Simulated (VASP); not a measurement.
# PtS2 (P1) in VASP: notebook, part 2 of 2

VASP 6.6.1. The steps go on from the part before.

## 4. Single point, PBE

This run uses another cell than the first one, of 17.96 Å³/atom, 1.064 times its volume.

INCAR reads:

```
PREC = Accurate
ENCUT = 500
EDIFF = 1E-6
ISMEAR = 0
SIGMA = 0.01
LREAL = False
LASPH = True
NELM = 120
ALGO = Normal
ISIF = 2
LWAVE = False
LCHARG = True
GGA = PE
LELF = True
LVHAR = True
NBANDS = 18
GGA_COMPAT = False
```

KPOINTS reads:

```
regular mesh
0
Gamma
  2 2 2
```

POSCAR reads:

```
PtS2
1.0
    3.5223000000      0.0000000000      0.0000000000
   -1.7611500000      3.0503720000      0.0000000000
    0.0000000000      0.0000000000      5.0148000000
Pt S
1 2
Direct
    0.0000000000      0.0000000000      0.0000000000
    0.3450000000      0.6670000000      0.2300000000
    0.6109962500      0.3224224200      0.7694553600
```

Potentials or basis: VASP PAW PBE potentials, release 64 (Pt, S).

Started as:

```sh
$ cat potpaw_PBE.64/Pt/POTCAR potpaw_PBE.64/S/POTCAR > POTCAR
$ mpirun -np 1 vasp_std > vasp.out
```

OUTCAR:

```text
PREC = Accurate
   ENCUT = 500
   EDIFF = 1E-6
   ISMEAR = 0
   LREAL = False
   LASPH = True
   NELM = 120
   ISIF = 2
   GGA = PE

 ion  position               nearest neighbor table
   1  0.000  0.000  0.000-   3 2.19   2 2.31   2 2.34   2 2.37   3 2.37   3 2.46
   2  0.345  0.667  0.230-   1 2.31   1 2.34   1 2.37
   3  0.611  0.322  0.769-   1 2.19   1 2.37   1 2.46

  LATTYP: Found a hexagonal cell.
 ALAT       =     3.5223000000
 C/A-ratio  =     1.4237288136

  Lattice vectors:

 A1 = (   3.5223000000,   0.0000000000,   0.0000000000)
 A2 = (  -1.7611500000,   3.0503720000,   0.0000000000)
 A3 = (   0.0000000000,   0.0000000000,   5.0148000000)

Analysis of symmetry for initial positions (statically):
=====================================================================
 Subroutine PRICEL returns:
 Original cell was already a primitive cell.

 Routine SETGRP: Setting up the symmetry group for a
 hexagonal supercell.

 Subroutine GETGRP returns: Found  1 space group operations
 (whereof  1 operations were pure point group operations)
 out of a pool of 24 trial point group operations.

The static configuration has the point symmetry C_1 .

Analysis of symmetry for dynamics (positions and initial velocities):
=====================================================================
 Subroutine PRICEL returns:
 Original cell was already a primitive cell.

 Routine SETGRP: Setting up the symmetry group for a
 hexagonal supercell.

 Subroutine GETGRP returns: Found  1 space group operations
 (whereof  1 operations were pure point group operations)
 out of a pool of 24 trial point group operations.

The dynamic configuration has the point symmetry C_1 .

 Subroutine INISYM returns: Found  1 space group operations
 (whereof  1 operations are pure point group operations),
 and found     1 'primitive' translations

[... 98 lines left out ...]
     AMIX     =   0.40;   BMIX     =  1.00
     AMIX_MAG =   1.60;   BMIX_MAG =  1.00
  volume/ion in A,a.u.               =      17.96       121.20
  Fermi-wavevector in a.u.,A,eV,Ry     =   1.214520  2.295111 20.069406  1.475060
  Thomas-Fermi vector in A             =   2.349937
   LORBIT       =      0    0 simple, 1 ext, 2 COOP (PROOUT), +10 PAW based schemes
   GGA     = PE    functional components
   LHFCALC =     F    Hartree Fock is set to
   AEXX    =    0.0000 exact exchange contribution
   IVDW    =     0    specifies the selected vdW correction
   LEPSILON=     F    determine dielectric tensor
   LRPA    =     F    only Hartree local field effects (RPA)
 non-spin polarized calculation
 Gauss-broadening in eV      SIGMA  =   0.01
  energy-cutoff  :      500.00
  volume of cell :       53.88
 maximum number of plane-waves:      1374
 NGX is ok and might be reduce to    28
   NGX = 13   NGY = 13   NGZ = 19

 number of electron      22.0000004 magnetization

 Free energy of the ion-electron system (eV)
  ---------------------------------------------------
  ext. energy  EPLUGINS =         0.00000000
  ---------------------------------------------------
  free energy    TOTEN  =       -15.84451700 eV

  energy without entropy =      -15.84451700  energy(sigma->0) =      -15.84451700

 E-fermi :   7.0305     XC(G=0): -10.6631

 val. band max:        6.9416434667   @ k =   0.0000   0.0000   0.0000
 cond. band min:       8.4246847647   @ k =   0.5000   0.5000   0.0000
 fundamental gap:      1.4830412980
 Fermi energy:         7.0304919857

 k-point     1 :       0.0000    0.0000    0.0000
  band No.  band energies     occupation
      1      -8.6517      2.00000
      2      -5.3755      2.00000
      3      -0.3129      2.00000
      4      -0.1250      2.00000
      5       0.0698      2.00000
      6       2.7818      2.00000
[... 145 lines left out ...]
      5       1.3307      2.00000
      6       2.0532      2.00000
[... 10 lines left out ...]
     17      17.3061      0.00000
     18      17.5294      0.00000

------------------------ aborting loop because EDIFF is reached ----------------------------------------

  FORCE on cell =-STRESS in cart. coord.  units (eV):
  Direction    XX          YY          ZZ          XY          YZ          ZX
  --------------------------------------------------------------------------------------
  -------------------------------------------------------------------------------------
  Total        3.7119232      3.0214975      3.3984831      1.0441294     -0.8336500     -2.9338688
  in kB      110.3765445     89.8462699    101.0561914     31.0478927    -24.7891450    -87.2405737
  external PRESSURE =     100.4263353 kB  Pullay stress =       0.0000000 kB

 VOLUME and BASIS-vectors are now :
 -----------------------------------------------------------------------------
  energy-cutoff  :      500.00
  volume of cell :       53.88
      direct lattice vectors                 reciprocal lattice vectors
     3.522300000  0.000000000  0.000000000     0.283905403  0.163914434  0.000000000
    -1.761150000  3.050372000  0.000000000     0.000000000  0.327828868  0.000000000
     0.000000000  0.000000000  5.014800000     0.000000000  0.000000000  0.199409747

 POSITION                                       TOTAL-FORCE (eV/Angst)
 -----------------------------------------------------------------------------------
      0.00000      0.00000      0.00000        -2.076037     -0.784307      0.342803
      0.04051      2.03460      1.15340        -0.295935      0.021578     -0.152445
      1.58428      0.98351      3.85866         2.371973      0.762729     -0.190358
 -----------------------------------------------------------------------------------
    total drift:                               -0.000063     -0.000051      0.000001

  FREE ENERGIE OF THE ION-ELECTRON SYSTEM (eV)
  ---------------------------------------------------
  free  energy   TOTEN  =       -15.8445169950 eV

  energy  without entropy=      -15.8445169950  energy(sigma->0) =      -15.84451700
```

OSZICAR:

```text
N       E                     dE             d eps       ncg     rms          rms(c)
DAV:   1     0.110669549182E+03    0.11067E+03   -0.10157E+04   296   0.105E+03
DAV:   2    -0.125571359443E+02   -0.12323E+03   -0.11764E+03   376   0.219E+02
DAV:   3    -0.172611231477E+02   -0.47040E+01   -0.46803E+01   326   0.442E+01
DAV:   4    -0.173143339245E+02   -0.53211E-01   -0.53182E-01   352   0.528E+00
DAV:   5    -0.173152252407E+02   -0.89132E-03   -0.89122E-03   356   0.662E-01    0.199E+01
DAV:   6    -0.160317117953E+02    0.12835E+01   -0.59048E+00   304   0.216E+01    0.118E+01
DAV:   7    -0.158687962004E+02    0.16292E+00   -0.91085E-01   300   0.813E+00    0.559E+00
DAV:   8    -0.158459631161E+02    0.22833E-01   -0.43057E-02   328   0.162E+00    0.113E+00
DAV:   9    -0.158443339918E+02    0.16291E-02   -0.61974E-03   332   0.710E-01    0.162E-01
DAV:  10    -0.158444442227E+02   -0.11023E-03   -0.77732E-04   328   0.194E-01    0.101E-01
DAV:  11    -0.158445040043E+02   -0.59782E-04   -0.85232E-05   318   0.559E-02    0.466E-02
DAV:  12    -0.158445136076E+02   -0.96033E-05   -0.10151E-05   344   0.253E-02    0.138E-02
DAV:  13    -0.158445167105E+02   -0.31029E-05   -0.21791E-06   310   0.107E-02    0.492E-03
DAV:  14    -0.158445169950E+02   -0.28452E-06   -0.35109E-07   226   0.371E-03
   1 F= -.15844517E+02 E0= -.15844517E+02  d E =-.367173E-37
```

stdout:

```text
POSCAR found type information on POSCAR PtS
 POSCAR found :  2 types and       3 ions
 scaLAPACK will be used
 LDA part: xc-table for (Slater+PW92), standard interpolation
 POSCAR, INCAR and KPOINTS ok, starting setup
 FFT: planning ... GRIDC
 FFT: planning ... GRID_SOFT
 FFT: planning ... GRID
 WAVECAR not read
 entering main loop
```

It took 7.7 s on 1 thread of Intel Xeon 6975P-C (Granite Rapids), shared host; peak memory 0.17 GiB.

What came out:

```yaml
Free_energy: -15.8445 eV
Pressure: 10.0 GPa
Largest_force: 2.499 eV/Å
Band_gap_on_the_k_mesh: 1.48 eV, indirect (least direct gap 2.10 eV)
```

Forces in eV/Å, atoms in the order of the input:
```
Pt  -2.076 -0.784  0.343
S   -0.296  0.022 -0.152
S    2.372  0.763 -0.190
```

Caveat: the k points lie up to 1.03 Å⁻¹ apart; spin-orbit coupling is left out, which moves the levels of the heavy elements; forces of over 1 eV/Å act on the atoms, so gaps and moduli don't describe the material at rest. A hybrid or GW would open this gap; PBE tends to underestimate it.
